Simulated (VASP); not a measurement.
# Te (P6/mmm) in VASP: a series of runs

Runs on Te. Level: PBE. Tasks: relaxation of shape and atoms at fixed volume, relaxation of cell and atoms.

Program: VASP 6.6.1. These are calculated values, not measurements. Logs are shortened: lines on timing, memory, paths and dates and some standing lists are left out, and cuts for length are marked.

## (1) The cell of the first run

Symmetry: P6/mmm, No. 191, hexagonal system. Conventional cell: a = 2.857 Å, b = 2.857 Å, c = 2.641 Å, α = 90.00°, β = 90.00°, γ = 120.00°. Within 3.5 Å of Te (site symmetry 6/mmm) lie 8 Te at 2.64 to 2.86 Å.

This isn't the form of Te at room conditions, which is trigonal, of chains.

## (2) Relaxation of shape and atoms at fixed volume, PBE

Input file INCAR:

```
ALGO = Normal
EDIFF = 1E-6
EDIFFG = -0.005
ENCUT = 600
GGA = PE
IBRION = 2
ISIF = 4
ISMEAR = -1
LASPH = True
LCHARG = False
LREAL = False
LWAVE = False
NELM = 60
NSW = 50
PREC = Accurate
SIGMA = 0.1
```

Input file KPOINTS:

```
k-points
0
Gamma
  15 15 13
```

Input file POSCAR:

```
Te
1.0
    2.8574273073      0.0000000000      0.0000000000
   -1.4287136536      2.4746046376      0.0000000000
    0.0000000000      0.0000000000      2.6407637318
Te
1
Direct
    0.0000000000      0.0000000000      0.0000000000
```

Potentials or basis: VASP PAW PBE potentials, release 64 (Te).

Run with:

```
> cat potpaw_PBE.64/Te/POTCAR > POTCAR
> mpirun -np 1 vasp_std > vasp.out
```

OUTCAR:

```text
EDIFF = 1E-6
   EDIFFG = -0.005
   ENCUT = 600
   GGA = PE
   IBRION = 2
   ISIF = 4
   ISMEAR = -1
   LASPH = True
   LREAL = False
   NELM = 60
   NSW = 50
   PREC = Accurate

 ion  position               nearest neighbor table
   1  0.000  0.000  0.000-

  LATTYP: Found a hexagonal cell.
 ALAT       =     2.8574273073
 C/A-ratio  =     0.9241752975

  Lattice vectors:

 A1 = (   2.8574273073,   0.0000000000,   0.0000000000)
 A2 = (  -1.4287136536,   2.4746046376,   0.0000000000)
 A3 = (   0.0000000000,   0.0000000000,   2.6407637318)

Analysis of symmetry for initial positions (statically):
=====================================================================
 Subroutine PRICEL returns:
 Original cell was already a primitive cell.

 Routine SETGRP: Setting up the symmetry group for a
 hexagonal supercell.

 Subroutine GETGRP returns: Found 24 space group operations
 (whereof 24 operations were pure point group operations)
 out of a pool of 24 trial point group operations.

The static configuration has the point symmetry D_6h.

Analysis of symmetry for dynamics (positions and initial velocities):
=====================================================================
 Subroutine PRICEL returns:
 Original cell was already a primitive cell.

 Routine SETGRP: Setting up the symmetry group for a
 hexagonal supercell.

 Subroutine GETGRP returns: Found 24 space group operations
 (whereof 24 operations were pure point group operations)
 out of a pool of 24 trial point group operations.

The dynamic configuration has the point symmetry D_6h.

 Subroutine INISYM returns: Found 24 space group operations
 (whereof 24 operations are pure point group operations),
 and found     1 'primitive' translations

----------------------------------------------------------------------------------------

                                     Primitive cell

  volume of cell :      18.6728

  direct lattice vectors                    reciprocal lattice vectors
     2.857427307  0.000000000  0.000000000     0.349965158  0.202052478  0.000000000
    -1.428713654  2.474604638  0.000000000     0.000000000  0.404104957  0.000000000
     0.000000000  0.000000000  2.640763732     0.000000000  0.000000000  0.378678330

  length of vectors
     2.857427307  2.857427307  2.640763732     0.404104957  0.404104957  0.378678330

  position of ions in fractional coordinates (direct lattice)
     0.000000000  0.000000000  0.000000000

  ion indices of the primitive-cell ions
   primitive index   ion index
                 1           1

----------------------------------------------------------------------------------------

 KPOINTS: k-points

Automatic generation of k-mesh.
 Grid dimensions read from file:
 generate k-points for:   15   15   13

 Generating k-lattice:

  Cartesian coordinates                     Fractional coordinates (reciprocal lattice)
     0.023331011  0.013470165  0.000000000     0.066666667  0.000000000  0.000000000
     0.000000000  0.026940330  0.000000000     0.000000000  0.066666667  0.000000000
     0.000000000  0.000000000  0.029129102     0.000000000  0.000000000  0.076923077

  Length of vectors
     0.026940330  0.026940330  0.029129102

  Shift w.r.t. Gamma in fractional coordinates (k-lattice)
     0.000000000  0.000000000  0.000000000

 Subroutine IBZKPT returns following result:
 ===========================================

 Found    189 irreducible k-points:

 Following reciprocal coordinates:
            Coordinates               Weight
  0.000000  0.000000  0.000000      1.000000
  0.066667  0.000000  0.000000      6.000000
  0.133333  0.000000  0.000000      6.000000
  0.200000 -0.000000  0.000000      6.000000
  0.266667  0.000000  0.000000      6.000000
  0.333333  0.000000  0.000000      6.000000
[... 16 lines left out ...]
  0.333333  0.200000  0.000000     12.000000
  0.400000  0.200000  0.000000      6.000000
 [... further k-points ...]
   k-points           NKPTS =    189   k-points in BZ     NKDIM =    189   number of bands    NBANDS=      7
   number of dos      NEDOS =    301   number of ions     NIONS =      1
   total plane-waves  NPLWV =  13824
   dimension x,y,z NGX =    24 NGY =   24 NGZ =   24
   dimension x,y,z NGXF=    48 NGYF=   48 NGZF=   48
   ions per type =               1
   NGX,Y,Z   is equivalent  to a cutoff of  13.96, 13.96, 15.11 a.u.
   NGXF,Y,Z  is equivalent  to a cutoff of  27.93, 27.93, 30.22 a.u.
 SYSTEM =  unknown system
   PREC   = accura    normal or accurate (medium, high low for compatibility)
   ISTART =      0    job   : 0-new  1-cont  2-samecut
   ICHARG =      2    charge: 1-file 2-atom 10-const
   ISPIN  =      1    spin polarized calculation?
   LNONCOLLINEAR =      F non collinear calculations
   LSORBIT =      F    spin-orbit coupling
   LASPH  =      T    aspherical Exc in radial PAW
   ENCUT  =  600.0 eV  44.10 Ry    6.64 a.u.   5.71  5.71  5.27*2*pi/ulx,y,z
   NELM   =     60;   NELMIN=  2; NELMDL= -5     # of ELM steps
   EDIFF  = 0.1E-05   stopping-criterion for ELM
   LREAL  =      F    real-space projection
   EDIFFG = -.5E-02   stopping-criterion for IOM
   NSW    =     50    number of steps for IOM
   IBRION =      2    ionic relax: 0-MD 1-quasi-New 2-CG
   NFREE  =      1    steps in history (QN), initial steepest desc. (CG)
   ISIF   =      4    stress and relaxation
   ISYM   =      2    0-nonsym 1-usesym 2-fastsym
   POTIM  = 0.5000    time-step for ionic-motion
   TEBEG  =    0.0;   TEEND  =   0.0 temperature during run
   PSTRESS=    0.0 pullay stress
   NELECT =       6.0000    total number of electrons
   NUPDOWN=      -1.0000    fix difference up-down
   EMIN   =  10.00;   EMAX   =-10.00  energy-range for DOS
   EFERMI =   0.00;   METHOD = LEGACY
   ISMEAR =    -1;   SIGMA  =   0.10  broadening in eV -4-tet -1-fermi 0-gaus
   EFERMI_NEDOS =   21; number of points for ismear=-14 and -15
   IALGO  =     38    algorithm
   IMIX   =      4    mixing-type and parameters
     AMIX     =   0.40;   BMIX     =  1.00
     AMIX_MAG =   1.60;   BMIX_MAG =  1.00
  volume/ion in A,a.u.               =      18.67       126.01
  Fermi-wavevector in a.u.,A,eV,Ry     =   1.121300  2.118949 17.106784  1.257313
  Thomas-Fermi vector in A             =   2.257952
   LORBIT       =      0    0 simple, 1 ext, 2 COOP (PROOUT), +10 PAW based schemes
   GGA     = PE    functional components
   LHFCALC =     F    Hartree Fock is set to
   AEXX    =    0.0000 exact exchange contribution
   IVDW    =     0    specifies the selected vdW correction
   LEPSILON=     F    determine dielectric tensor
   LRPA    =     F    only Hartree local field effects (RPA)
 conjugate gradient relaxation of ions
 non-spin polarized calculation
  energy-cutoff  :      600.00
  volume of cell :       18.67
 maximum number of plane-waves:       642
 NGX is ok and might be reduce to    24
   NGX = 11   NGY = 11   NGZ = 11

--------------------------------------- Ionic step        1  -------------------------------------------

 number of electron       6.0000000 magnetization

 Free energy of the ion-electron system (eV)
  ---------------------------------------------------
  ext. energy  EPLUGINS =         0.00000000
  ---------------------------------------------------
  free energy    TOTEN  =        -0.90902313 eV

  energy without entropy =       -0.89061079  energy(sigma->0) =       -0.89981696

------------------------ aborting loop because EDIFF is reached ----------------------------------------

  FORCE on cell =-STRESS in cart. coord.  units (eV):
  Direction    XX          YY          ZZ          XY          YZ          ZX
  --------------------------------------------------------------------------------------
  -------------------------------------------------------------------------------------
  Total        9.3090728      9.3090728     10.2461429      0.0000000      0.0000000      0.0000000
  in kB      798.7418691    798.7418691    879.1448349      0.0000000      0.0000000      0.0000000
  external PRESSURE =     825.5428577 kB  Pullay stress =       0.0000000 kB
[... 90 lines left out ...]
  energy  without entropy=       -0.8945811622  energy(sigma->0) =       -0.90390672

--------------------------------------- Ionic step        4  -------------------------------------------

 number of electron       6.0000000 magnetization

 Free energy of the ion-electron system (eV)
  ---------------------------------------------------
  ext. energy  EPLUGINS =         0.00000000
  ---------------------------------------------------
  free energy    TOTEN  =        -0.91323306 eV

  energy without entropy =       -0.89460167  energy(sigma->0) =       -0.90391737

 E-fermi :  15.4577     XC(G=0): -11.9692

 val. band max:       15.4336435960   @ k =   0.4667   0.0000   0.1538
 cond. band min:      15.4632352415   @ k =   0.4000   0.1333   0.4615
 fundamental gap:      0.0295916455
 Fermi energy:        15.4576788200

 k-point     1 :       0.0000    0.0000    0.0000
  band No.  band energies     occupation
      1      -3.5182      2.00000
      2      17.6057      0.00000
      3      19.5597      0.00000
      4      19.5597      0.00000
      5      21.4470      0.00000
      6      24.6696      0.00000
      7      25.2783      0.00000
[... 221 lines left out ...]
 k-point    24 :       0.4000    0.2000    0.0000
  band No.  band energies     occupation
      1       2.2398      2.00000
      2       5.7235      2.00000
      3      10.1468      2.00000
      4      22.7121      0.00000
      5      24.9948      0.00000
      6      26.8733      0.00000
      7      28.2170      0.00000

 [... further k-points ...]

------------------------ aborting loop because EDIFF is reached ----------------------------------------

  FORCE on cell =-STRESS in cart. coord.  units (eV):
  Direction    XX          YY          ZZ          XY          YZ          ZX
  --------------------------------------------------------------------------------------
  -------------------------------------------------------------------------------------
  Total        9.6119991      9.6119991      9.6107911      0.0000000      0.0000000     -0.0000000
  in kB      824.7337092    824.7337092    824.6300600      0.0000000      0.0000000     -0.0000000
  external PRESSURE =     824.6991595 kB  Pullay stress =       0.0000000 kB
[... 16 lines left out ...]
  FREE ENERGIE OF THE ION-ELECTRON SYSTEM (eV)
  ---------------------------------------------------
  free  energy   TOTEN  =        -0.9132330644 eV

  energy  without entropy=       -0.8946016678  energy(sigma->0) =       -0.90391737

 reached required accuracy - stopping structural energy minimisation
```

It took 28 s on 1 thread of Intel Xeon Platinum 8488C (Sapphire Rapids), shared host; peak memory 0.16 GiB.

What came out:

| Quantity | Value |
| --- | --- |
| Free energy | -0.9132 eV |
| Energy gained by relaxing | 4.2 meV/atom |
| Ionic steps | 4 |
| Pressure after relaxing | 82.5 GPa |
| Band gap on the k mesh | zero (bands 3 and 4 overlap by 13.02 eV) |

Step by step:
```csv
step,energy change (eV),largest force (eV/Å),pressure (GPa),volume (Å³)
1,0.0000,0.0000,82.55,18.67
2,0.0126,0.0000,83.11,18.67
3,-0.0042,0.0000,82.47,18.67
4,-0.0042,0.0000,82.47,18.67
```

Final structure:
```yaml
crystal:
  lattice:
    - [2.84460, 0.00000, 0.00000]
    - [-1.42230, 2.46350, 0.00000]
    - [0.00000, 0.00000, 2.66462]
  atoms:
    - { symbol: Te, position: [0.00000, 0.00000, 0.00000] }
```

Levels at points of the mesh, in eV from the Fermi level:
| k point | band 1 | band 2 | band 3 | band 4 | band 5 | band 6 | band 7 |
| --- | --- | --- | --- | --- | --- | --- | --- |
| (0.00, 0.00, 0.00) | -18.98 | 2.15 | 4.10 | 4.10 | 5.99 | 9.21 | 9.82 |

Caveat: spin-orbit coupling is left out, which moves the levels of the heavy elements.

## (3) Relaxation of shape and atoms at fixed volume, PBE

This run uses another cell than the first one, of 21.78 Å³/atom.

Input file INCAR:

```
PREC = Accurate ; ENCUT = 600
EDIFF = 1E-6 ; ISMEAR = -1
SIGMA = 0.1 ; LREAL = False
LASPH = True ; NELM = 60
ALGO = Normal ; ISIF = 4
LWAVE = False ; LCHARG = False
GGA = PE ; IBRION = 2
NSW = 50 ; EDIFFG = -0.005
```

Input file KPOINTS:

```
Automatic mesh
0
Gamma
  15 15 13
```

Input file POSCAR:

```
Te
1.0
    3.0080897328      0.0000000000      0.0000000000
   -1.5040448664      2.6050821255      0.0000000000
    0.0000000000      0.0000000000      2.7800022237
Te
1
Direct
    0.0000000000      0.0000000000      0.0000000000
```

Potentials or basis: VASP PAW PBE potentials, release 64 (Te).

Run with:

```
> cat potpaw_PBE.64/Te/POTCAR > POTCAR
> mpirun -np 1 vasp_std > vasp.out
```

Wall time 23 s (1 thread of Intel Xeon Platinum 8488C (Sapphire Rapids), shared host); peak memory 0.16 GiB.

It converged, with:

| Item | Value |
| --- | --- |
| Free energy | -2.0772 eV |
| Energy gained by relaxing | 3.9 meV/atom |
| Ionic steps | 3 |
| Pressure after relaxing | 41.3 GPa |
| Band gap on the k mesh | zero (bands 3 and 4 overlap by 10.55 eV) |

Step by step:
```
step  energy change (eV)  largest force (eV/Å)  pressure (GPa)  volume (Å³)
   1              0.0000                0.0000           41.37        21.78
   2              0.0001                0.0000           41.43        21.78
   3             -0.0039                0.0000           41.34        21.78
```

Final structure:
```
Te
1.0
     2.99142    0.00000    0.00000
    -1.49571    2.59064    0.00000
     0.00000    0.00000    2.81107
Te
1
Direct
  0.00000 0.00000 0.00000
```

Levels at points of the mesh, in eV from the Fermi level:
| k point | band 1 | band 2 | band 3 | band 4 | band 5 | band 6 |
| --- | --- | --- | --- | --- | --- | --- |
| (0.00, 0.00, 0.00) | -17.04 | 1.90 | 3.42 | 3.42 | 5.96 | 9.63 |

Caveat: spin-orbit coupling is left out, which moves the levels of the heavy elements.

## (4) Relaxation of shape and atoms at fixed volume, PBE

This run uses another cell than the first one, of 24.90 Å³/atom.

Input file INCAR:

```
PREC = Accurate
ENCUT = 600
EDIFF = 1E-7
ISMEAR = -1
SIGMA = 0.1
LREAL = F
LASPH = T
NELM = 60
ALGO = Normal
ISIF = 4
LWAVE = F
LCHARG = F
GGA = PE
IBRION = 2
NSW = 50
EDIFFG = -0.005
```

KPOINTS is that of step 3.

Input file POSCAR:

```
Te
1.0
    3.1450056959      0.0000000000      0.0000000000
   -1.5725028479      2.7236548277      0.0000000000
    0.0000000000      0.0000000000      2.9065365746
Te
1
Direct
    0.0000000000      0.0000000000      0.0000000000
```

Run with:

```
> cat potpaw_PBE.64/Te/POTCAR > POTCAR
> mpirun -np 1 vasp_std > vasp.out
```

Run time: 39 s. Hardware: 1 thread of Intel Xeon Platinum 8488C (Sapphire Rapids), shared host; peak memory 0.18 GiB.

The run converged. Its results:

| Item | Value |
| --- | --- |
| Free energy | -2.6414 eV |
| Energy gained by relaxing | 2.7 meV/atom |
| Ionic steps | 3 |
| Pressure after relaxing | 19.0 GPa |
| Band gap on the k mesh | zero (bands 3 and 4 overlap by 8.69 eV) |

The path:
```
step  energy change (eV)  largest force (eV/Å)  pressure (GPa)  volume (Å³)
   1              0.0000                0.0000           19.12        24.90
   2             -0.0022                0.0000           19.02        24.90
   3             -0.0027                0.0000           19.03        24.90
```

Final structure:
```
Te
1.0
     3.12777    0.00000    0.00000
    -1.56388    2.70872    0.00000
     0.00000    0.00000    2.93867
Te
1
Direct
  0.00000 0.00000 0.00000
```

Levels at points of the mesh, in eV from the Fermi level:
```
           k point  band 1  band 2  band 3  band 4  band 5  band 6
(0.00, 0.00, 0.00)  -15.57    1.77    2.88    2.88    6.06    9.28
```

Caveat: spin-orbit coupling is left out, which moves the levels of the heavy elements.

## (5) Relaxation of shape and atoms at fixed volume, PBE

This run uses another cell than the first one, of 28.01 Å³/atom.

Input file INCAR:

```
SYSTEM = Te
  PREC = Accurate
  ENCUT = 600
  EDIFF = 1E-6
  ISMEAR = -1
  SIGMA = 0.1
  LREAL = .False.
  LASPH = .True.
  NELM = 80
  ALGO = Normal
  ISIF = 4
  LWAVE = .False.
  LCHARG = .False.
  GGA = PE
  IBRION = 2
  NSW = 50
  EDIFFG = -0.005
```

Input file KPOINTS:

```
regular mesh
0
Gamma
  15 15 13
  0 0 0
```

Input file POSCAR:

```
Te
1.0
    3.2709377357      0.0000000000      0.0000000000
   -1.6354688678      2.8327151733      0.0000000000
    0.0000000000      0.0000000000      3.0229198550
Te
1
Direct
    0.0000000000      0.0000000000      0.0000000000
```

Run with:

```
> cat potpaw_PBE.64/Te/POTCAR > POTCAR
> mpirun -np 1 vasp_std > vasp.out
```

Run time: 31 s. Hardware: 1 thread of Intel Xeon Platinum 8488C (Sapphire Rapids), shared host; peak memory 0.18 GiB.

The run converged. Its results:

```
Free energy               : -2.8803 eV
Energy gained by relaxing : 0.9 meV/atom
Ionic steps               : 2
Pressure after relaxing   : 6.8 GPa
Band gap on the k mesh    : zero (bands 3 and 4 overlap by 7.22 eV)
```

The path:
```csv
step,energy change (eV),largest force (eV/Å),pressure (GPa),volume (Å³)
1,0.0000,0.0000,6.85,28.01
2,-0.0009,0.0000,6.77,28.01
```

Final structure:
```
CELL_PARAMETERS angstrom
3.25881 0.00000 0.00000
-1.62940 2.82221 0.00000
0.00000 0.00000 3.04547
ATOMIC_POSITIONS crystal
Te 0.00000 0.00000 0.00000
```

Levels at points of the mesh, in eV from the Fermi level:
```
           k point  band 1  band 2  band 3  band 4  band 5  band 6  band 7
(0.00, 0.00, 0.00)  -14.45    1.71    2.38    2.38    6.21    8.35    9.33
```

Caveat: spin-orbit coupling is left out, which moves the levels of the heavy elements.

[end of part 1 of 2]
